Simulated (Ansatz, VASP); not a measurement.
# InSe in VASP and in Ansatz

Contents of INCAR:

```
PREC     = Accurate       # precision mode
ENCUT    = 520            # plane-wave cutoff, eV
EDIFF    = 1E-6           # SCF threshold, eV
ISMEAR   = 0              # smearing method
SIGMA    = 0.05           # smearing width, eV
LREAL    = F              # projectors in reciprocal space
LASPH    = T              # aspherical terms in the spheres
NELM     = 80             # most SCF steps
ALGO     = Normal         # electronic algorithm
ISIF     = 2              # what is computed and relaxed
LWAVE    = F              # write WAVECAR
LCHARG   = F              # write CHGCAR
GGA      = PS             # functional
NBANDS   = 48             # bands
```

KPOINTS

```
Automatic mesh
0
Gamma
  6 7 3
```

The input POSCAR:

```
InSe
1.0
    1.6051187225      0.0000000000     -4.2720903381
    0.0000000000      4.1105485099      0.0000000000
   10.3052460628      0.0000000000      3.8342915245
In Se
4 4
Direct
    0.8181684652      0.0000000000      0.3858026583
    0.2681684652      0.5000000000      0.8858026583
    0.0818315348      0.0000000000      0.6141973417
    0.6318315348      0.5000000000      0.1141973417
    0.0017623274      0.0000000000      0.1547212196
    0.4517623274      0.5000000000      0.6547212196
    0.8982376726      0.0000000000      0.8452787804
    0.4482376726      0.5000000000      0.3452787804
```

Input for Ansatz:

```yaml
crystal:
  lattice:
    - [1.6051187225, 0.0, -4.2720903381]
    - [0.0, 4.1105485099, 0.0]
    - [10.3052460628, 0.0, 3.8342915245]
  atoms:
    - { symbol: In, position: [0.8181684652, 0.0, 0.3858026583] }
    - { symbol: In, position: [0.2681684652, 0.5, 0.8858026583] }
    - { symbol: In, position: [0.0818315348, 0.0, 0.6141973417] }
    - { symbol: In, position: [0.6318315348, 0.5, 0.1141973417] }
    - { symbol: Se, position: [0.0017623274, 0.0, 0.1547212196] }
    - { symbol: Se, position: [0.4517623274, 0.5, 0.6547212196] }
    - { symbol: Se, position: [0.8982376726, 0.0, 0.8452787804] }
    - { symbol: Se, position: [0.4482376726, 0.5, 0.3452787804] }
basis:
  ecutwfc: 420
kpoints:
  mp_grid: { grid: [6, 7, 3] }
hamiltonian:
  xc: pbesol
scf:
  occupations: { method: gaussian, width: 0.05 }
output:
  forces: true
  stress: true
  eigenvalues: true
```

Alike in both runs: task single point; functional PBEsol; k mesh 6 × 7 × 3; occupations gaussian, width 0.05 eV; no spin polarisation.

|  | VASP | Ansatz |
| --- | --- | --- |
| version | VASP 6.6.1 | Ansatz 0.2.0 |
| potentials or method | VASP PAW PBE potentials, release 64 (In_d, Se), cutoff 520 eV | scalar-relativistic, plane waves, PAW |
| valence electrons in the cell | 76 | 116 |

Ansatz gave:

* gap on the k mesh at the Fermi level (eV): 0.74
* least direct gap on the mesh (eV): 0.97
* pressure (GPa): -0.3
* traceless stress, the component that is largest in VASP (GPa): -1.31
* rms of the force components (eV/Å): 0.219

Q: What did VASP give for the same quantities?

A: gap on the k mesh at the Fermi level (eV): 0.73; least direct gap on the mesh (eV): 0.96; pressure (GPa): -0.2; traceless stress, the component that is largest in VASP (GPa): -1.31; rms of the force components (eV/Å): 0.224.

VASP's potentials were made for PBE, not for PBEsol. Atom by atom the forces differ by 0.009 eV/Å (rms over components). VASP's potentials hold 76 valence electrons a cell and Ansatz's 116, so a difference there can come from the potentials and not from the codes.
